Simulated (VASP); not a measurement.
# Rh (Fm-3m) in VASP: notebook

Rh is run at these levels: PBE; tasks: single point.

All numbers are computed with VASP 6.6.1; they aren't measurements. Logs are shortened: lines on timing, memory, paths and dates and some standing lists are left out, and cuts for length are marked.

## Step 1: The cell of the first run

It takes space group Fm-3m (No. 225, cubic). The conventional cell has a = 3.692 Å, b = 3.692 Å, c = 3.692 Å, α = 90.00°, β = 90.00°, γ = 90.00°. Rh (site symmetry m-3m) has 12 Rh at 2.61 Å within 3.4 Å.

## Step 2: Single point, PBE

The input, INCAR:

```
PREC = Accurate ; ENCUT = 500
EDIFF = 1E-6 ; ISMEAR = -1
SIGMA = 0.05 ; LREAL = False
LASPH = True ; NELM = 120
ALGO = Normal ; ISIF = 2
LWAVE = False ; LCHARG = True
GGA = PE ; LELF = True
LVHAR = True ; NBANDS = 14
GGA_COMPAT = False
```

The input, KPOINTS:

```
regular mesh
0
Gamma
  13 13 13
```

The input, POSCAR:

```
Rh
1.0
    0.0000000000      1.8458277038      1.8458277038
    1.8458277038      0.0000000000      1.8458277038
    1.8458277038      1.8458277038      0.0000000000
Rh
1
Direct
    0.0000000000      0.0000000000      0.0000000000
```

Potentials or basis: VASP PAW PBE potentials, release 64 (Rh_pv).

On the command line:

```sh
cat potpaw_PBE.64/Rh_pv/POTCAR > POTCAR
mpirun -np 1 vasp_std > vasp.out
```

OUTCAR:

```text
PREC = Accurate
   ENCUT = 500
   EDIFF = 1E-6
   ISMEAR = -1
   LREAL = False
   LASPH = True
   NELM = 120
   ISIF = 2
   GGA = PE

 ion  position               nearest neighbor table
   1  0.000  0.000  0.000-

  LATTYP: Found a face centered cubic cell.
 ALAT       =     3.6916554076

  Lattice vectors:

 A1 = (   0.0000000000,   1.8458277038,   1.8458277038)
 A2 = (   1.8458277038,   0.0000000000,   1.8458277038)
 A3 = (   1.8458277038,   1.8458277038,   0.0000000000)

Analysis of symmetry for initial positions (statically):
=====================================================================
 Subroutine PRICEL returns:
 Original cell was already a primitive cell.

 Routine SETGRP: Setting up the symmetry group for a
 face centered cubic supercell.

 Subroutine GETGRP returns: Found 48 space group operations
 (whereof 48 operations were pure point group operations)
 out of a pool of 48 trial point group operations.

The static configuration has the point symmetry O_h .

Analysis of symmetry for dynamics (positions and initial velocities):
=====================================================================
 Subroutine PRICEL returns:
 Original cell was already a primitive cell.

 Routine SETGRP: Setting up the symmetry group for a
 face centered cubic supercell.

 Subroutine GETGRP returns: Found 48 space group operations
 (whereof 48 operations were pure point group operations)
 out of a pool of 48 trial point group operations.

The dynamic configuration has the point symmetry O_h .

 Subroutine INISYM returns: Found 48 space group operations
 (whereof 48 operations are pure point group operations),
 and found     1 'primitive' translations

----------------------------------------------------------------------------------------

                                     Primitive cell

  volume of cell :      12.5778

  direct lattice vectors                    reciprocal lattice vectors
     0.000000000  1.845827704  1.845827704    -0.270881187  0.270881187  0.270881187
     1.845827704  0.000000000  1.845827704     0.270881187 -0.270881187  0.270881187
     1.845827704  1.845827704  0.000000000     0.270881187  0.270881187 -0.270881187

  length of vectors
     2.610394573  2.610394573  2.610394573     0.469179979  0.469179979  0.469179979

  position of ions in fractional coordinates (direct lattice)
     0.000000000  0.000000000  0.000000000
[... 76 lines left out ...]
   EDIFF  = 0.1E-05   stopping-criterion for ELM
   LREAL  =      F    real-space projection
   EDIFFG = 0.1E-04   stopping-criterion for IOM
   NSW    =      0    number of steps for IOM
   IBRION =     -1    ionic relax: 0-MD 1-quasi-New 2-CG
   NFREE  =      0    steps in history (QN), initial steepest desc. (CG)
   ISIF   =      2    stress and relaxation
   ISYM   =      2    0-nonsym 1-usesym 2-fastsym
   POTIM  = 0.5000    time-step for ionic-motion
   TEBEG  =    0.0;   TEEND  =   0.0 temperature during run
   PSTRESS=    0.0 pullay stress
   NELECT =      15.0000    total number of electrons
   NUPDOWN=      -1.0000    fix difference up-down
   EMIN   =  10.00;   EMAX   =-10.00  energy-range for DOS
   EFERMI =   0.00;   METHOD = LEGACY
   ISMEAR =    -1;   SIGMA  =   0.05  broadening in eV -4-tet -1-fermi 0-gaus
   EFERMI_NEDOS =   21; number of points for ismear=-14 and -15
   IALGO  =     38    algorithm
   IMIX   =      4    mixing-type and parameters
     AMIX     =   0.40;   BMIX     =  1.00
     AMIX_MAG =   1.60;   BMIX_MAG =  1.00
  volume/ion in A,a.u.               =      12.58        84.88
  Fermi-wavevector in a.u.,A,eV,Ry     =   1.736084  3.280723 41.007796  3.013988
  Thomas-Fermi vector in A             =   2.809566
   LORBIT       =      0    0 simple, 1 ext, 2 COOP (PROOUT), +10 PAW based schemes
   GGA     = PE    functional components
   LHFCALC =     F    Hartree Fock is set to
   AEXX    =    0.0000 exact exchange contribution
   IVDW    =     0    specifies the selected vdW correction
   LEPSILON=     F    determine dielectric tensor
   LRPA    =     F    only Hartree local field effects (RPA)
 non-spin polarized calculation
  energy-cutoff  :      500.00
  volume of cell :       12.58
 maximum number of plane-waves:       331
   NGX =  9   NGY =  9   NGZ =  9

 number of electron      14.9999995 magnetization

 Free energy of the ion-electron system (eV)
  ---------------------------------------------------
  ext. energy  EPLUGINS =         0.00000000
  ---------------------------------------------------
  free energy    TOTEN  =        -7.10896330 eV

  energy without entropy =       -7.09851164  energy(sigma->0) =       -7.10373747

 E-fermi :  13.6093     XC(G=0): -14.6136

 val. band max:       13.5853626915   @ k =  -0.1538   0.1538   0.0000
 cond. band min:      13.6293966382   @ k =  -0.3846   0.1538   0.0000
 fundamental gap:      0.0440339468
 Fermi energy:        13.6092712093

 k-point     1 :       0.0000    0.0000    0.0000
  band No.  band energies     occupation
      1     -32.9170      2.00000
      2     -32.9170      2.00000
      3     -32.9170      2.00000
      4       4.9898      2.00000
      5      10.0848      2.00000
      6      10.0848      2.00000
      7      10.0848      2.00000
      8      12.4870      2.00000
      9      12.4870      2.00000
     10      29.5037      0.00000
     11      33.8897      0.00000
     12      35.4850      0.00000
     13      35.4850      0.00000
     14      35.4850      0.00000
[... 377 lines left out ...]
      1     -33.7847      2.00000
      2     -33.1611      2.00000
      3     -33.1036      2.00000
      4       7.4008      2.00000
      5       9.4333      2.00000
      6      10.8201      2.00000
      7      10.8442      2.00000
      8      14.3527      0.00000
      9      16.4356      0.00000
     10      24.5847      0.00000
     11      30.5390      0.00000
     12      33.8901      0.00000
     13      34.1455      0.00000
     14      35.1438      0.00000

 [... further k-points ...]
[... 5 lines left out ...]
  --------------------------------------------------------------------------------------
  -------------------------------------------------------------------------------------
  Total        2.9886413      2.9886413      2.9886413      0.0000000     -0.0000000     -0.0000000
  in kB      380.6982686    380.6982686    380.6982686      0.0000000     -0.0000000     -0.0000000
  external PRESSURE =     380.6982686 kB  Pullay stress =       0.0000000 kB

 VOLUME and BASIS-vectors are now :
 -----------------------------------------------------------------------------
  energy-cutoff  :      500.00
  volume of cell :       12.58
      direct lattice vectors                 reciprocal lattice vectors
     0.000000000  1.845827704  1.845827704    -0.270881187  0.270881187  0.270881187
     1.845827704  0.000000000  1.845827704     0.270881187 -0.270881187  0.270881187
     1.845827704  1.845827704  0.000000000     0.270881187  0.270881187 -0.270881187

 POSITION                                       TOTAL-FORCE (eV/Angst)
 -----------------------------------------------------------------------------------
      0.00000      0.00000      0.00000        -0.000000     -0.000000      0.000000
 -----------------------------------------------------------------------------------
    total drift:                                0.000000     -0.000000      0.000000

  FREE ENERGIE OF THE ION-ELECTRON SYSTEM (eV)
  ---------------------------------------------------
  free  energy   TOTEN  =        -7.1089633043 eV

  energy  without entropy=       -7.0985116430  energy(sigma->0) =       -7.10373747
```

OSZICAR:

```text
N       E                     dE             d eps       ncg     rms          rms(c)
DAV:   1     0.115224711099E+03    0.11522E+03   -0.85320E+03  2368   0.114E+03
DAV:   2    -0.614479619049E+01   -0.12137E+03   -0.11605E+03  2664   0.336E+02
DAV:   3    -0.757529366528E+01   -0.14305E+01   -0.14281E+01  2688   0.401E+01
DAV:   4    -0.758012115493E+01   -0.48275E-02   -0.48274E-02  2652   0.240E+00
DAV:   5    -0.758015994187E+01   -0.38787E-04   -0.38787E-04  2676   0.188E-01    0.129E+01
DAV:   6    -0.713792092977E+01    0.44224E+00   -0.65131E-01  2442   0.115E+01    0.500E+00
DAV:   7    -0.711296767578E+01    0.24953E-01   -0.26760E-02  2700   0.219E+00    0.202E+00
DAV:   8    -0.710912636276E+01    0.38413E-02   -0.39843E-03  2454   0.869E-01    0.287E-01
DAV:   9    -0.710896321108E+01    0.16315E-03   -0.75292E-05  2478   0.120E-01    0.121E-02
DAV:  10    -0.710896330427E+01   -0.93185E-07   -0.26780E-06  2544   0.212E-02
   1 F= -.71089633E+01 E0= -.71037375E+01  d E =-.104517E-01
```

stdout:

```text
POSCAR found type information on POSCAR Rh
 POSCAR found :  1 types and       1 ions
 scaLAPACK will be used
 LDA part: xc-table for (Slater+PW92), standard interpolation
 POSCAR, INCAR and KPOINTS ok, starting setup
 FFT: planning ... GRIDC
 FFT: planning ... GRID_SOFT
 FFT: planning ... GRID
 WAVECAR not read
 entering main loop
```

Run time: 9.1 s. Hardware: 1 thread of Intel Xeon Platinum 8488C (Sapphire Rapids), shared host; peak memory 0.13 GiB.

Results:

- Free energy: -7.1090 eV
- Pressure: 38.1 GPa

Levels at points of the mesh, in eV from the Fermi level:
| k point | band 4 | band 5 | band 6 | band 7 | band 8 | band 9 | band 10 | band 11 |
| --- | --- | --- | --- | --- | --- | --- | --- | --- |
| (0.00, 0.00, 0.00) | -8.62 | -3.52 | -3.52 | -3.52 | -1.12 | -1.12 | 15.89 | 20.28 |

## Step 3: Single point, PBE

This run uses another cell than the first one, of 12.94 Å³/atom, 1.029 times its volume.

The input, INCAR:

```
  ALGO = Normal
  EDIFF = 1E-6
  ENCUT = 500
  GGA = PE
  GGA_COMPAT = F
  ISIF = 2
  ISMEAR = -1
  LASPH = T
  LCHARG = T
  LELF = T
  LREAL = F
  LVHAR = T
  LWAVE = F
  NBANDS = 14
  NELM = 120
  PREC = Accurate
  SIGMA = 0.05
```

The input, KPOINTS:

```
k-points
0
Gamma
  13 13 13
```

The input, POSCAR:

```
Rh
1.0
    0.0000000000      1.8634922002      1.8634922002
    1.8634922002      0.0000000000      1.8634922002
    1.8634922002      1.8634922002      0.0000000000
Rh
1
Direct
    0.0000000000      0.0000000000      0.0000000000
```

Potentials or basis: VASP PAW PBE potentials, release 64 (Rh_pv).

On the command line:

```sh
cat potpaw_PBE.64/Rh_pv/POTCAR > POTCAR
mpirun -np 1 vasp_std > vasp.out
```

Run time: 7.6 s. Hardware: 1 thread of Intel Xeon Platinum 8488C (Sapphire Rapids), shared host; peak memory 0.13 GiB.

Results (log left out):

| Item | Value |
| --- | --- |
| Free energy | -7.1817 eV |
| Pressure | 26.3 GPa |

Levels at points of the mesh, in eV from the Fermi level:
```tsv
k point	band 3	band 4	band 5	band 6	band 7	band 8	band 9	band 10	band 11	band 12
(0.00, 0.00, 0.00)	-46.48	-8.40	-3.37	-3.37	-3.37	-1.08	-1.08	15.94	20.36	21.75
```

## Step 4: Single point, PBE

This run uses another cell than the first one, of 13.31 Å³/atom, 1.058 times its volume.

The input, INCAR:

```
ALGO     = Normal         # electronic algorithm
EDIFF    = 1E-6           # SCF threshold, eV
ENCUT    = 500            # plane-wave cutoff, eV
GGA      = PE             # functional
GGA_COMPAT= F            
ISIF     = 2              # what is computed and relaxed
ISMEAR   = -1             # smearing method
LASPH    = T              # aspherical terms in the spheres
LCHARG   = F              # write CHGCAR
LREAL    = F              # projectors in reciprocal space
LWAVE    = F              # write WAVECAR
NBANDS   = 14             # bands
NELM     = 120            # most SCF steps
PREC     = Accurate       # precision mode
SIGMA    = 0.05           # smearing width, eV
```

KPOINTS is that of step 3.

The input, POSCAR:

```
Rh
1.0
    0.0000000000      1.8808280068      1.8808280068
    1.8808280068      0.0000000000      1.8808280068
    1.8808280068      1.8808280068      0.0000000000
Rh
1
Direct
    0.0000000000      0.0000000000      0.0000000000
```

Potentials or basis: VASP PAW PBE potentials, release 64 (Rh_pv).

On the command line:

```sh
cat potpaw_PBE.64/Rh_pv/POTCAR > POTCAR
mpirun -np 1 vasp_std > vasp.out
```

OUTCAR:

```text
EDIFF = 1E-6
   ENCUT = 500
   GGA = PE
   ISIF = 2
   ISMEAR = -1
   LASPH = T
   LREAL = F
   NELM = 120
   PREC = Accurate

 ion  position               nearest neighbor table
   1  0.000  0.000  0.000-

  LATTYP: Found a face centered cubic cell.
 ALAT       =     3.7616560136

  Lattice vectors:

 A1 = (   0.0000000000,   1.8808280068,   1.8808280068)
 A2 = (   1.8808280068,   0.0000000000,   1.8808280068)
 A3 = (   1.8808280068,   1.8808280068,   0.0000000000)

Analysis of symmetry for initial positions (statically):
=====================================================================
 Subroutine PRICEL returns:
 Original cell was already a primitive cell.

 Routine SETGRP: Setting up the symmetry group for a
 face centered cubic supercell.

 Subroutine GETGRP returns: Found 48 space group operations
 (whereof 48 operations were pure point group operations)
 out of a pool of 48 trial point group operations.

The static configuration has the point symmetry O_h .

Analysis of symmetry for dynamics (positions and initial velocities):
=====================================================================
 Subroutine PRICEL returns:
 Original cell was already a primitive cell.

 Routine SETGRP: Setting up the symmetry group for a
 face centered cubic supercell.

 Subroutine GETGRP returns: Found 48 space group operations
 (whereof 48 operations were pure point group operations)
 out of a pool of 48 trial point group operations.

The dynamic configuration has the point symmetry O_h .

 Subroutine INISYM returns: Found 48 space group operations
 (whereof 48 operations are pure point group operations),
 and found     1 'primitive' translations

----------------------------------------------------------------------------------------

                                     Primitive cell

  volume of cell :      13.3069
[... 106 lines left out ...]
     AMIX     =   0.40;   BMIX     =  1.00
     AMIX_MAG =   1.60;   BMIX_MAG =  1.00
  volume/ion in A,a.u.               =      13.31        89.80
  Fermi-wavevector in a.u.,A,eV,Ry     =   1.703777  3.219672 39.495770  2.902857
  Thomas-Fermi vector in A             =   2.783302
   LORBIT       =      0    0 simple, 1 ext, 2 COOP (PROOUT), +10 PAW based schemes
   GGA     = PE    functional components
   LHFCALC =     F    Hartree Fock is set to
   AEXX    =    0.0000 exact exchange contribution
   IVDW    =     0    specifies the selected vdW correction
   LEPSILON=     F    determine dielectric tensor
   LRPA    =     F    only Hartree local field effects (RPA)
 non-spin polarized calculation
  energy-cutoff  :      500.00
  volume of cell :       13.31
 maximum number of plane-waves:       346
   NGX =  9   NGY =  9   NGZ =  9

 number of electron      15.0000004 magnetization

 Free energy of the ion-electron system (eV)
  ---------------------------------------------------
  ext. energy  EPLUGINS =         0.00000000
  ---------------------------------------------------
  free energy    TOTEN  =        -7.22979067 eV

  energy without entropy =       -7.21839198  energy(sigma->0) =       -7.22409132

 E-fermi :  12.5077     XC(G=0): -14.2432

 val. band max:       12.4816217829   @ k =  -0.1538   0.1538   0.0000
 cond. band min:      12.5257650947   @ k =  -0.3846   0.1538   0.0000
 fundamental gap:      0.0441433118
 Fermi energy:        12.5077138712

 k-point     1 :       0.0000    0.0000    0.0000
  band No.  band energies     occupation
      1     -33.9204      2.00000
      2     -33.9204      2.00000
      3     -33.9204      2.00000
      4       4.3127      2.00000
      5       9.2775      2.00000
      6       9.2775      2.00000
      7       9.2775      2.00000
      8      11.4753      2.00000
      9      11.4753      2.00000
     10      28.4805      0.00000
     11      32.9513      0.00000
     12      34.1306      0.00000
     13      34.1306      0.00000
     14      34.1306      0.00000
[... 377 lines left out ...]
      1     -34.6364      2.00000
      2     -34.1227      2.00000
      3     -34.0757      2.00000
      4       6.7592      2.00000
      5       8.6903      2.00000
      6       9.9527      2.00000
      7       9.9593      2.00000
      8      13.1771      0.00000
      9      15.1732      0.00000
     10      22.9210      0.00000
     11      29.2470      0.00000
     12      32.4240      0.00000
     13      32.9451      0.00000
     14      33.3844      0.00000

 [... further k-points ...]
[... 5 lines left out ...]
  --------------------------------------------------------------------------------------
  -------------------------------------------------------------------------------------
  Total        1.3558868      1.3558868      1.3558868      0.0000000      0.0000000     -0.0000000
  in kB      163.2513437    163.2513437    163.2513437      0.0000000      0.0000000     -0.0000000
  external PRESSURE =     163.2513437 kB  Pullay stress =       0.0000000 kB

 VOLUME and BASIS-vectors are now :
 -----------------------------------------------------------------------------
  energy-cutoff  :      500.00
  volume of cell :       13.31
      direct lattice vectors                 reciprocal lattice vectors
     0.000000000  1.880828007  1.880828007    -0.265840363  0.265840363  0.265840363
     1.880828007  0.000000000  1.880828007     0.265840363 -0.265840363  0.265840363
     1.880828007  1.880828007  0.000000000     0.265840363  0.265840363 -0.265840363

 POSITION                                       TOTAL-FORCE (eV/Angst)
 -----------------------------------------------------------------------------------
      0.00000      0.00000      0.00000         0.000000      0.000000      0.000000
 -----------------------------------------------------------------------------------
    total drift:                                0.000000     -0.000000      0.000000

  FREE ENERGIE OF THE ION-ELECTRON SYSTEM (eV)
  ---------------------------------------------------
  free  energy   TOTEN  =        -7.2297906681 eV

  energy  without entropy=       -7.2183919808  energy(sigma->0) =       -7.22409132
```

Run time: 11 s. Hardware: 1 thread of Intel Xeon Platinum 8488C (Sapphire Rapids), shared host; peak memory 0.13 GiB.

What came out:

```yaml
Free_energy: -7.2298 eV
Pressure: 16.3 GPa
```

(Continued in part 2 of 2.)
